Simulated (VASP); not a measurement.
Set up this calculation in VASP 6.6.1, as the native input.

```yaml
Task: single point
Functional: LDA
Potentials_or_basis: VASP PAW LDA potentials, release 64 (In_d)
Cutoff: 520 eV
k_mesh: 22 × 22 × 22
Occupations: gaussian, width 0.15 eV
Spin: no spin polarisation
Dipole_correction: no
Further_INCAR_settings: ALGO = Fast; EDIFF = 1e-06; NBANDS = 12
```

The structure of In lies in POSCAR:

```
In
1.0
   -1.4894639065      1.4894639065      2.4349755943
    1.4894639065     -1.4894639065      2.4349755943
    1.4894639065      1.4894639065     -2.4349755943
In
1
Direct
    0.0000000000      0.0000000000      0.0000000000
```

One way to write it, as run:

INCAR

```
SYSTEM = In
PREC = Accurate ; ENCUT = 520
EDIFF = 1E-6 ; ISMEAR = 0
SIGMA = 0.15 ; LREAL = .False.
LASPH = .True. ; NELM = 100
ALGO = Fast ; ISIF = 2
LWAVE = .False. ; LCHARG = .False.
NBANDS = 12
```

KPOINTS

```
regular mesh
0
Gamma
  22 22 22
  0 0 0
```

Potentials or basis: VASP PAW LDA potentials, release 64 (In_d).

Command:

```console
$ cat potpaw_LDA.64/In_d/POTCAR > POTCAR
$ mpirun -np 1 vasp_std > vasp.out
```

It gave:

```json
{
 "Pressure": "10.2 GPa",
 "Band gap on the k mesh": "zero (an odd number of electrons rules out a gap without spin polarisation)"
}
```

Caveat: the cell stands under pressure; spin-orbit coupling is left out, which moves the levels of the heavy elements.

It took 3.1 min on 1 thread of Intel Xeon 8259CL (shared host), peak memory 0.31 GiB.
